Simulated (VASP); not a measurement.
# Sn2SO (P-6m2) in VASP: notebook

Sn2SO is run at these levels: PBE; tasks: single point.

Everything below comes from runs of VASP 6.6.1. Logs are shortened: lines on timing, memory, paths and dates and some standing lists are left out, and cuts for length are marked.

## (1) The cell of the first run

It takes space group P-6m2 (No. 187, hexagonal). Conventional cell: a = 3.723 Å, b = 3.723 Å, c = 6.060 Å, α = 90.00°, β = 90.00°, γ = 120.00°. Within 2.9 Å of Sn (site symmetry 3m) lie 1 Sn at 2.22 Å and 3 O at 2.42 Å and 3 S at 2.88 Å. Within 3.8 Å of S (site symmetry -6m2) lie 6 Sn at 2.88 Å and 6 O at 3.72 Å and 6 S at 3.72 Å. O (site symmetry -6m2) has 6 Sn at 2.42 Å within 3.2 Å.

## (2) Single point, PBE

INCAR

```
ALGO = Normal
EDIFF = 1E-6
ENCUT = 520
GGA = PE
ISIF = 2
ISMEAR = 0
LASPH = True
LCHARG = False
LREAL = False
LWAVE = False
NBANDS = 28
NELM = 100
PREC = Accurate
SIGMA = 0.1
```

KPOINTS

```
k-points
0
Gamma
  6 6 4
```

POSCAR

```
Sn2SO
1.0
    3.7229977200      0.0000000000      0.0000000000
   -1.8614988600      3.2242106100      0.0000000000
    0.0000000000      0.0000000000      6.0600481800
Sn S O
2 1 1
Direct
    0.6666666700      0.3333333300      0.1834644600
    0.6666666700      0.3333333300      0.8165355400
    0.3333333300      0.6666666700      0.5000000000
    0.0000000000      0.0000000000      0.0000000000
```

Potentials or basis: VASP PAW PBE potentials, release 64 (Sn_d, S, O).

Run with:

```console
$ cat potpaw_PBE.64/Sn_d/POTCAR potpaw_PBE.64/S/POTCAR potpaw_PBE.64/O/POTCAR > POTCAR
$ mpirun -np 1 vasp_std > vasp.out
```

OUTCAR:

```text
EDIFF = 1E-6
   ENCUT = 520
   GGA = PE
   ISIF = 2
   ISMEAR = 0
   LASPH = True
   LREAL = False
   NELM = 100
   PREC = Accurate

 ion  position               nearest neighbor table
   1  0.667  0.333  0.183-   2 2.22   4 2.42   4 2.42   4 2.42   3 2.88   3 2.88   3 2.88
   2  0.667  0.333  0.817-   1 2.22   4 2.42   4 2.42   4 2.42   3 2.88   3 2.88   3 2.88
   3  0.333  0.667  0.500-   1 2.88   2 2.88   1 2.88   2 2.88   1 2.88   2 2.88
   4  0.000  0.000  0.000-   1 2.42   2 2.42   1 2.42   2 2.42   1 2.42   2 2.42

  LATTYP: Found a hexagonal cell.
 ALAT       =     3.7229977200
 C/A-ratio  =     1.6277335190

  Lattice vectors:

 A1 = (   3.7229977200,   0.0000000000,   0.0000000000)
 A2 = (  -1.8614988600,   3.2242106100,   0.0000000000)
 A3 = (   0.0000000000,   0.0000000000,   6.0600481800)

Analysis of symmetry for initial positions (statically):
=====================================================================
 Subroutine PRICEL returns:
 Original cell was already a primitive cell.

 Routine SETGRP: Setting up the symmetry group for a
 hexagonal supercell.

 Subroutine GETGRP returns: Found 12 space group operations
 (whereof 12 operations were pure point group operations)
 out of a pool of 24 trial point group operations.

The static configuration has the point symmetry D_3h.

Analysis of symmetry for dynamics (positions and initial velocities):
=====================================================================
 Subroutine PRICEL returns:
 Original cell was already a primitive cell.

 Routine SETGRP: Setting up the symmetry group for a
 hexagonal supercell.

 Subroutine GETGRP returns: Found 12 space group operations
 (whereof 12 operations were pure point group operations)
 out of a pool of 24 trial point group operations.

The dynamic configuration has the point symmetry D_3h.

 Subroutine INISYM returns: Found 12 space group operations
 (whereof 12 operations are pure point group operations),
 and found     1 'primitive' translations

----------------------------------------------------------------------------------------

                                     Primitive cell

  volume of cell :      72.7432

  direct lattice vectors                    reciprocal lattice vectors
     3.722997720  0.000000000  0.000000000     0.268600755  0.155076718  0.000000000
    -1.861498860  3.224210610  0.000000000     0.000000000  0.310153436  0.000000000
     0.000000000  0.000000000  6.060048180     0.000000000  0.000000000  0.165015190

  length of vectors
     3.722997720  3.722997725  6.060048180     0.310153437  0.310153436  0.165015190

  position of ions in fractional coordinates (direct lattice)
     0.666666670  0.333333330  0.183464460
     0.666666670  0.333333330  0.816535540
     0.333333330  0.666666670  0.500000000
     0.000000000  0.000000000  0.000000000

  ion indices of the primitive-cell ions
   primitive index   ion index
                 1           1
                 2           2
                 3           3
                 4           4

----------------------------------------------------------------------------------------

 KPOINTS: k-points

Automatic generation of k-mesh.
 Grid dimensions read from file:
 generate k-points for:    6    6    4

 Generating k-lattice:

  Cartesian coordinates                     Fractional coordinates (reciprocal lattice)
     0.044766793  0.025846120  0.000000000     0.166666667  0.000000000  0.000000000
     0.000000000  0.051692239  0.000000000     0.000000000  0.166666667  0.000000000
     0.000000000  0.000000000  0.041253797     0.000000000  0.000000000  0.250000000

  Length of vectors
     0.051692239  0.051692239  0.041253797

  Shift w.r.t. Gamma in fractional coordinates (k-lattice)
     0.000000000  0.000000000  0.000000000

 Subroutine IBZKPT returns following result:
 ===========================================

 Found     21 irreducible k-points:

 Following reciprocal coordinates:
            Coordinates               Weight
  0.000000  0.000000  0.000000      1.000000
  0.166667  0.000000  0.000000      6.000000
  0.333333  0.000000  0.000000      6.000000
  0.500000  0.000000  0.000000      3.000000
  0.166667  0.166667  0.000000      6.000000
  0.333333  0.166667  0.000000     12.000000
[... 13 lines left out ...]
  0.333333  0.166667  0.500000     12.000000
  0.333333  0.333333  0.500000      2.000000
   k-points           NKPTS =     21   k-points in BZ     NKDIM =     21   number of bands    NBANDS=     28
   number of dos      NEDOS =    301   number of ions     NIONS =      4
   total plane-waves  NPLWV =  37632
   dimension x,y,z NGX =    28 NGY =   28 NGZ =   48
   dimension x,y,z NGXF=    56 NGYF=   56 NGZF=   96
   ions per type =               2   1   1
   NGX,Y,Z   is equivalent  to a cutoff of  12.50, 12.50, 13.17 a.u.
   NGXF,Y,Z  is equivalent  to a cutoff of  25.01, 25.01, 26.34 a.u.
 SYSTEM =  unknown system
   PREC   = accura    normal or accurate (medium, high low for compatibility)
   ISTART =      0    job   : 0-new  1-cont  2-samecut
   ICHARG =      2    charge: 1-file 2-atom 10-const
   ISPIN  =      1    spin polarized calculation?
   LNONCOLLINEAR =      F non collinear calculations
   LSORBIT =      F    spin-orbit coupling
   LASPH  =      T    aspherical Exc in radial PAW
   ENCUT  =  520.0 eV  38.22 Ry    6.18 a.u.   6.92  6.92 11.27*2*pi/ulx,y,z
   NELM   =    100;   NELMIN=  2; NELMDL= -5     # of ELM steps
   EDIFF  = 0.1E-05   stopping-criterion for ELM
   LREAL  =      F    real-space projection
   EDIFFG = 0.1E-04   stopping-criterion for IOM
   NSW    =      0    number of steps for IOM
   IBRION =     -1    ionic relax: 0-MD 1-quasi-New 2-CG
   NFREE  =      0    steps in history (QN), initial steepest desc. (CG)
   ISIF   =      2    stress and relaxation
   ISYM   =      2    0-nonsym 1-usesym 2-fastsym
   POTIM  = 0.5000    time-step for ionic-motion
   TEBEG  =    0.0;   TEEND  =   0.0 temperature during run
   PSTRESS=    0.0 pullay stress
   NELECT =      40.0000    total number of electrons
   NUPDOWN=      -1.0000    fix difference up-down
   EMIN   =  10.00;   EMAX   =-10.00  energy-range for DOS
   EFERMI =   0.00;   METHOD = LEGACY
   ISMEAR =     0;   SIGMA  =   0.10  broadening in eV -4-tet -1-fermi 0-gaus
   EFERMI_NEDOS =   21; number of points for ismear=-14 and -15
   IALGO  =     38    algorithm
   IMIX   =      4    mixing-type and parameters
     AMIX     =   0.40;   BMIX     =  1.00
     AMIX_MAG =   1.60;   BMIX_MAG =  1.00
  volume/ion in A,a.u.               =      18.19       122.72
  Fermi-wavevector in a.u.,A,eV,Ry     =   1.341212  2.534523 24.474833  1.798849
  Thomas-Fermi vector in A             =   2.469463
   LORBIT       =      0    0 simple, 1 ext, 2 COOP (PROOUT), +10 PAW based schemes
   GGA     = PE    functional components
   LHFCALC =     F    Hartree Fock is set to
   AEXX    =    0.0000 exact exchange contribution
   IVDW    =     0    specifies the selected vdW correction
   LEPSILON=     F    determine dielectric tensor
   LRPA    =     F    only Hartree local field effects (RPA)
 non-spin polarized calculation
 Gauss-broadening in eV      SIGMA  =   0.10
  energy-cutoff  :      520.00
  volume of cell :       72.74
 maximum number of plane-waves:      1971
 NGX is ok and might be reduce to    28
   NGX = 13   NGY = 13   NGZ = 23

 number of electron      39.9999994 magnetization

 Free energy of the ion-electron system (eV)
  ---------------------------------------------------
  ext. energy  EPLUGINS =         0.00000000
  ---------------------------------------------------
  free energy    TOTEN  =       -15.67933457 eV

  energy without entropy =      -15.67644589  energy(sigma->0) =      -15.67789023

 E-fermi :   8.9269     XC(G=0): -10.7191

 val. band max:        8.7442653509   @ k =   0.5000   0.0000   0.0000
 cond. band min:       8.9373349388   @ k =   0.3333   0.0000   0.0000
 fundamental gap:      0.1930695880
 Fermi energy:         8.9268937798

 k-point     1 :       0.0000    0.0000    0.0000
  band No.  band energies     occupation
      1     -14.9095      2.00000
      2     -14.1631      2.00000
      3     -14.1631      2.00000
      4     -13.6996      2.00000
      5     -13.6996      2.00000
      6     -13.5593      2.00000
[... 20 lines left out ...]
     27      16.6211      0.00000
     28      16.6211      0.00000

 k-point     2 :       0.1667    0.0000    0.0000
  band No.  band energies     occupation
      1     -14.9059      2.00000
      2     -14.2050      2.00000
      3     -14.1669      2.00000
      4     -13.7217      2.00000
      5     -13.6818      2.00000
      6     -13.5620      2.00000
[... 20 lines left out ...]
     27      15.8986      0.00000
     28      16.9963      0.00000

 k-point     3 :       0.3333    0.0000    0.0000
  band No.  band energies     occupation
      1     -14.8989      2.00000
      2     -14.2867      2.00000
      3     -14.1745      2.00000
      4     -13.7569      2.00000
      5     -13.6460      2.00000
      6     -13.5682      2.00000
[... 20 lines left out ...]
     27      17.2283      0.00000
     28      17.6763      0.00000

 k-point     4 :       0.5000    0.0000    0.0000
  band No.  band energies     occupation
      1     -14.8954      2.00000
      2     -14.3260      2.00000
      3     -14.1782      2.00000
      4     -13.7714      2.00000
      5     -13.6281      2.00000
      6     -13.5716      2.00000
[... 485 lines left out ...]
     27      16.0276      0.00000
     28      16.1490      0.00000

 k-point    20 :       0.3333    0.1667    0.5000
  band No.  band energies     occupation
      1     -14.8773      2.00000
      2     -14.3065      2.00000
      3     -14.1813      2.00000
      4     -13.7522      2.00000
      5     -13.6445      2.00000
      6     -13.5629      2.00000
[... 20 lines left out ...]
     27      16.1435      0.00000
     28      17.2165      0.00000

 k-point    21 :       0.3333    0.3333    0.5000
  band No.  band energies     occupation
      1     -14.8754      2.00000
      2     -14.3163      2.00000
      3     -14.1937      2.00000
      4     -13.7370      2.00000
      5     -13.6571      2.00000
      6     -13.5405      2.00000
[... 20 lines left out ...]
     27      16.7642      0.00000
     28      17.1753      0.00000

------------------------ aborting loop because EDIFF is reached ----------------------------------------

  FORCE on cell =-STRESS in cart. coord.  units (eV):
  Direction    XX          YY          ZZ          XY          YZ          ZX
  --------------------------------------------------------------------------------------
  -------------------------------------------------------------------------------------
  Total        4.6255834      4.6255834     26.0894383      0.0000000      0.0000000      0.0000000
  in kB      101.8790406    101.8790410    574.6230734      0.0000000      0.0000000      0.0000000
  external PRESSURE =     259.4603850 kB  Pullay stress =       0.0000000 kB

 VOLUME and BASIS-vectors are now :
 -----------------------------------------------------------------------------
  energy-cutoff  :      520.00
  volume of cell :       72.74
      direct lattice vectors                 reciprocal lattice vectors
     3.722997720  0.000000000  0.000000000     0.268600755  0.155076718  0.000000000
    -1.861498860  3.224210610  0.000000000     0.000000000  0.310153436  0.000000000
     0.000000000  0.000000000  6.060048180     0.000000000  0.000000000  0.165015190

 POSITION                                       TOTAL-FORCE (eV/Angst)
 -----------------------------------------------------------------------------------
      1.86150      1.07474      1.11180        -0.000000      0.000000     12.170512
      1.86150      1.07474      4.94824        -0.000000      0.000000    -12.170512
     -0.00000      2.14947      3.03002        -0.000000      0.000000     -0.000000
      0.00000      0.00000      0.00000         0.000000      0.000000     -0.000000
 -----------------------------------------------------------------------------------
    total drift:                               -0.000012      0.000007      0.000000

  FREE ENERGIE OF THE ION-ELECTRON SYSTEM (eV)
  ---------------------------------------------------
  free  energy   TOTEN  =       -15.6793345707 eV

  energy  without entropy=      -15.6764458865  energy(sigma->0) =      -15.67789023
```

It took 30 s on 1 thread of Intel Xeon Platinum 8375C at 2.90GHz (Ice Lake), shared host; peak memory 0.2 GiB.

Results:

| Item | Value |
| --- | --- |
| Free energy | -15.6793 eV |
| Pressure | 25.9 GPa |
| Largest force | 12.171 eV/Å |
| Band gap on the k mesh | zero (bands 20 and 21 overlap by 0.60 eV) |

Forces on the atoms (eV/Å):
```
Sn    0.000   0.000  12.171
Sn    0.000   0.000 -12.171
S     0.000   0.000   0.000
O     0.000   0.000   0.000
```

Caveat: the stress differs along the axes, from 10 to 57 GPa; semilocal functionals underestimate gaps, and a narrow one can read as zero; spin-orbit coupling is left out, which moves the levels of the heavy elements; forces of over 1 eV/Å act on the atoms, so gaps and moduli don't describe the material at rest.

## (3) Single point, PBE

This run uses another cell than the first one, of 20.67 Å³/atom.

INCAR

```
SYSTEM = Sn2SO
PREC     = Accurate       ! precision mode
ENCUT    = 520            ! plane-wave cutoff, eV
EDIFF    = 1E-6           ! SCF threshold, eV
ISMEAR   = 0              ! smearing method
SIGMA    = 0.1            ! smearing width, eV
LREAL    = .False.        ! projectors in reciprocal space
LASPH    = .True.         ! aspherical terms in the spheres
NELM     = 100            ! most SCF steps
ALGO     = Normal         ! electronic algorithm
ISIF     = 2              ! what is computed and relaxed
LWAVE    = .False.        ! write WAVECAR
LCHARG   = .False.        ! write CHGCAR
GGA      = PE             ! functional
NBANDS   = 28             ! bands
```

KPOINTS

```
Automatic mesh
0
Gamma
  15 15 8
  0 0 0
```

POSCAR

```
Sn2SO
1.0
    3.7239264708      0.0000000000      0.0000000000
   -1.8619632354      3.2250149255      0.0000000000
    0.0000000000      0.0000000000      6.8851810699
Sn S O
2 1 1
Direct
    0.6666666667      0.3333333333      0.2216482482
    0.6666666667      0.3333333333      0.7783517518
    0.3333333333      0.6666666667      0.5000000000
    0.0000000000      0.0000000000      0.0000000000
```

Potentials or basis: VASP PAW PBE potentials, release 64 (Sn_d, S, O).

Run with:

```console
$ cat potpaw_PBE.64/Sn_d/POTCAR potpaw_PBE.64/S/POTCAR potpaw_PBE.64/O/POTCAR > POTCAR
$ mpirun -np 1 vasp_std > vasp.out
```

It took 3.1 min on 1 thread of Intel Xeon Platinum 8375C at 2.90GHz (Ice Lake), shared host; peak memory 0.39 GiB.

Results (log left out):

```yaml
Free_energy: -18.7623 eV
Pressure: -0.1 GPa
Band_gap_on_the_k_mesh: zero (bands 20 and 21 overlap by 0.83 eV)
```

Levels at points of the mesh, in eV from the Fermi level:
```tsv
k point	band 16	band 17	band 18	band 19	band 20	band 21	band 22	band 23	band 24	band 25
(0.00, 0.00, 0.00)	-2.88	-2.88	-1.79	-1.79	0.10	0.96	4.03	4.03	4.86	4.86
(0.00, 0.00, 0.50)	-2.87	-2.76	-1.79	-1.79	-1.40	2.97	3.26	4.09	4.09	4.45
```

Caveat: spin-orbit coupling is left out, which moves the levels of the heavy elements.

The gap in the log of VASP goes by the Fermi energy; the results here count the filled bands.